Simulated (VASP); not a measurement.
# Sb (R-3m) in VASP: single point with PBEsol

Aim: the single point of Sb with PBEsol.

Program: VASP 6.6.1. These are calculated values, not measurements. Logs are shortened: lines on timing, memory, paths and dates and some standing lists are left out, and cuts for length are marked.

### 1 The cell of the first run

Symmetry: R-3m, No. 166, trigonal system. Conventional cell: a = 4.308 Å, b = 4.308 Å, c = 11.274 Å, α = 90.00°, β = 90.00°, γ = 120.00°. Within 3.8 Å of Sb (site symmetry 3m) lie 6 Sb at 2.91 to 3.35 Å.

### 2 Single point, PBEsol

INCAR

```
PREC = Accurate
ENCUT = 500
EDIFF = 1E-6
ISMEAR = 0
SIGMA = 0.1
LREAL = False
LASPH = True
NELM = 120
ALGO = Normal
ISIF = 2
LWAVE = False
LCHARG = True
GGA = PS
LELF = True
LVHAR = True
NBANDS = 22
GGA_COMPAT = False
```

KPOINTS

```
regular mesh
0
Gamma
  6 6 6
```

POSCAR

```
Sb
1.0
    2.1542000000      1.2437279499      3.7580000000
   -2.1542000000      1.2437279499      3.7580000000
    0.0000000000     -2.4874558998      3.7580000000
Sb
2
Direct
    0.2334900000      0.2334900000      0.2334900000
    0.7665100000      0.7665100000      0.7665100000
```

Potentials or basis: VASP PAW PBE potentials, release 64 (Sb_d_GW).

Started as:

```bash
> cat potpaw_PBE.64/Sb_d_GW/POTCAR > POTCAR
> mpirun -np 1 vasp_std > vasp.out
```

OUTCAR:

```text
PREC = Accurate
   ENCUT = 500
   EDIFF = 1E-6
   ISMEAR = 0
   LREAL = False
   LASPH = True
   NELM = 120
   ISIF = 2
   GGA = PS

 ion  position               nearest neighbor table
   1  0.233  0.233  0.233-   2 2.91   2 2.91   2 2.91   2 3.35   2 3.35   2 3.35
   2  0.767  0.767  0.767-   1 2.91   1 2.91   1 2.91   1 3.35   1 3.35   1 3.35

  LATTYP: Found a trigonal (rhomboedric) cell.
 ALAT       =     4.5066618304
 COS(alpha) =     0.5430253624

  Lattice vectors:

 A1 = (   2.1542000000,   1.2437279499,   3.7580000000)
 A2 = (  -2.1542000000,   1.2437279499,   3.7580000000)
 A3 = (   0.0000000000,  -2.4874558998,   3.7580000000)

Analysis of symmetry for initial positions (statically):
=====================================================================
 Subroutine PRICEL returns:
 Original cell was already a primitive cell.

 Routine SETGRP: Setting up the symmetry group for a
 trigonal (rhombohedral) supercell.

 Subroutine GETGRP returns: Found 12 space group operations
 (whereof 12 operations were pure point group operations)
 out of a pool of 12 trial point group operations.

The static configuration has the point symmetry D_3d.

Analysis of symmetry for dynamics (positions and initial velocities):
=====================================================================
 Subroutine PRICEL returns:
 Original cell was already a primitive cell.

 Routine SETGRP: Setting up the symmetry group for a
 trigonal (rhombohedral) supercell.

 Subroutine GETGRP returns: Found 12 space group operations
 (whereof 12 operations were pure point group operations)
 out of a pool of 12 trial point group operations.

The dynamic configuration has the point symmetry D_3d.

 Subroutine INISYM returns: Found 12 space group operations
 (whereof 12 operations are pure point group operations),
 and found     1 'primitive' translations

----------------------------------------------------------------------------------------

                                     Primitive cell

  volume of cell :      60.4115

  direct lattice vectors                    reciprocal lattice vectors
     2.154200000  1.243727950  3.758000000     0.232104726  0.134005726  0.088699663
    -2.154200000  1.243727950  3.758000000    -0.232104726  0.134005726  0.088699663
     0.000000000 -2.487455900  3.758000000     0.000000000 -0.268011452  0.088699663

[... 78 lines left out ...]
   LNONCOLLINEAR =      F non collinear calculations
   LSORBIT =      F    spin-orbit coupling
   LASPH  =      T    aspherical Exc in radial PAW
   ENCUT  =  500.0 eV  36.75 Ry    6.06 a.u.   8.22  8.22  8.22*2*pi/ulx,y,z
   NELM   =    120;   NELMIN=  2; NELMDL= -5     # of ELM steps
   EDIFF  = 0.1E-05   stopping-criterion for ELM
   LREAL  =      F    real-space projection
   EDIFFG = 0.1E-04   stopping-criterion for IOM
   NSW    =      0    number of steps for IOM
   IBRION =     -1    ionic relax: 0-MD 1-quasi-New 2-CG
   NFREE  =      0    steps in history (QN), initial steepest desc. (CG)
   ISIF   =      2    stress and relaxation
   ISYM   =      2    0-nonsym 1-usesym 2-fastsym
   POTIM  = 0.5000    time-step for ionic-motion
   TEBEG  =    0.0;   TEEND  =   0.0 temperature during run
   PSTRESS=    0.0 pullay stress
   NELECT =      30.0000    total number of electrons
   NUPDOWN=      -1.0000    fix difference up-down
   EMIN   =  10.00;   EMAX   =-10.00  energy-range for DOS
   EFERMI =   0.00;   METHOD = LEGACY
   ISMEAR =     0;   SIGMA  =   0.10  broadening in eV -4-tet -1-fermi 0-gaus
   EFERMI_NEDOS =   21; number of points for ismear=-14 and -15
   IALGO  =     38    algorithm
   IMIX   =      4    mixing-type and parameters
     AMIX     =   0.40;   BMIX     =  1.00
     AMIX_MAG =   1.60;   BMIX_MAG =  1.00
  volume/ion in A,a.u.               =      30.21       203.84
  Fermi-wavevector in a.u.,A,eV,Ry     =   1.296409  2.449858 22.866996  1.680677
  Thomas-Fermi vector in A             =   2.427867
   LORBIT       =      0    0 simple, 1 ext, 2 COOP (PROOUT), +10 PAW based schemes
   GGA     = PS    functional components
   LHFCALC =     F    Hartree Fock is set to
   AEXX    =    0.0000 exact exchange contribution
   IVDW    =     0    specifies the selected vdW correction
   LEPSILON=     F    determine dielectric tensor
   LRPA    =     F    only Hartree local field effects (RPA)
 non-spin polarized calculation
 Gauss-broadening in eV      SIGMA  =   0.10
  energy-cutoff  :      500.00
  volume of cell :       60.41
 maximum number of plane-waves:      1554
 NGX is ok and might be reduce to    36
   NGX = 17   NGY = 17   NGZ = 17

 number of electron      30.0000008 magnetization

 Free energy of the ion-electron system (eV)
  ---------------------------------------------------
  ext. energy  EPLUGINS =         0.00000000
  ---------------------------------------------------
  free energy    TOTEN  =        -9.17759556 eV

  energy without entropy =       -9.17559382  energy(sigma->0) =       -9.17659469

 E-fermi :   5.2453     XC(G=0): -10.0615

 val. band max:        4.9763367492   @ k =   0.5000  -0.0000   0.0000
 cond. band min:       5.2563073914   @ k =   0.3333   0.1667   0.1667
 fundamental gap:      0.2799706422
 Fermi energy:         5.2453188885

 k-point     1 :       0.0000    0.0000    0.0000
  band No.  band energies     occupation
      1     -24.1521      2.00000
      2     -24.1521      2.00000
      3     -24.0626      2.00000
      4     -24.0626      2.00000
      5     -24.0375      2.00000
      6     -23.9483      2.00000
[... 589 lines left out ...]
     21      15.3469      0.00000
     22      16.0035      0.00000

 [... further k-points ...]

------------------------ aborting loop because EDIFF is reached ----------------------------------------

  FORCE on cell =-STRESS in cart. coord.  units (eV):
  Direction    XX          YY          ZZ          XY          YZ          ZX
  --------------------------------------------------------------------------------------
  -------------------------------------------------------------------------------------
  Total        0.0492883      0.0492883     -0.0595312      0.0000000      0.0000000      0.0000000
  in kB        1.3071797      1.3071797     -1.5788322      0.0000000      0.0000000      0.0000000
  external PRESSURE =       0.3451757 kB  Pullay stress =       0.0000000 kB

 VOLUME and BASIS-vectors are now :
 -----------------------------------------------------------------------------
  energy-cutoff  :      500.00
  volume of cell :       60.41
      direct lattice vectors                 reciprocal lattice vectors
     2.154200000  1.243727950  3.758000000     0.232104726  0.134005726  0.088699663
    -2.154200000  1.243727950  3.758000000    -0.232104726  0.134005726  0.088699663
     0.000000000 -2.487455900  3.758000000     0.000000000 -0.268011452  0.088699663

 POSITION                                       TOTAL-FORCE (eV/Angst)
 -----------------------------------------------------------------------------------
      0.00000      0.00000      2.63237         0.000000     -0.000000      0.012306
      0.00000      0.00000      8.64163         0.000000      0.000000     -0.012306
 -----------------------------------------------------------------------------------
    total drift:                                0.000000     -0.000000      0.000000

  FREE ENERGIE OF THE ION-ELECTRON SYSTEM (eV)
  ---------------------------------------------------
  free  energy   TOTEN  =        -9.1775955610 eV

  energy  without entropy=       -9.1755938247  energy(sigma->0) =       -9.17659469
```

Wall time 46 s (1 thread of AMD EPYC 7R13 (Zen 3), shared host); peak memory 0.19 GiB.

What came out:

```
Free energy            : -9.1776 eV
Pressure               : 0.0 GPa
Largest force          : 0.012 eV/Å
Band gap on the k mesh : zero (bands 15 and 16 overlap by 0.28 eV)
```

Forces in eV/Å, atoms in the order of the input:
```
Sb   0.000  0.000  0.012
Sb   0.000  0.000 -0.012
```

Stress tensor (GPa, compression positive):
```
 0.13  0.00  0.00
 0.00  0.13  0.00
 0.00  0.00 -0.16
```

Caveat: the PAW data sets were made with another functional, which shifts forces and pressure a little; spin-orbit coupling is left out, which moves the levels of the heavy elements.

The gap in the log of VASP goes by the Fermi energy; the results here count the filled bands.